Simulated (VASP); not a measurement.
Input of a VASP 6.6.1 run:

INCAR

```
SYSTEM = Se
PREC = Accurate ; ENCUT = 520
EDIFF = 1E-6 ; ISMEAR = 0
SIGMA = 0.15 ; LREAL = .False.
LASPH = .True. ; NELM = 100
ALGO = Normal ; ISIF = 2
LWAVE = .False. ; LCHARG = .True.
LELF = .True. ; LVHAR = .True.
NBANDS = 9
```

Contents of KPOINTS:

```
Automatic mesh
0
Gamma
  20 20 20
  0 0 0
```

File POSCAR:

```
Se
1.0
   -1.7375175872      1.7375175872      1.7034486149
    1.7375175872     -1.7375175872      1.7034486149
    1.7375175872      1.7375175872     -1.7034486149
Se
1
Direct
    0.0000000000      0.0000000000      0.0000000000
```

Potentials or basis: VASP PAW LDA potentials, release 64 (Se).

Run with:

```console
$ cat potpaw_LDA.64/Se/POTCAR > POTCAR
$ mpirun -np 1 vasp_std > vasp.out
```

(1) Estimate the band gap on the k mesh.

(2) Estimate the pressure.

Answers

(1) zero (bands 3 and 4 overlap by 6.49 eV).

(2) -6.1 GPa.

Caveat: the cell differs from its parent crystal (strain +0.0200 x Voigt [1, 1, 0, 0, 0, 0]); the cell stands under tension.
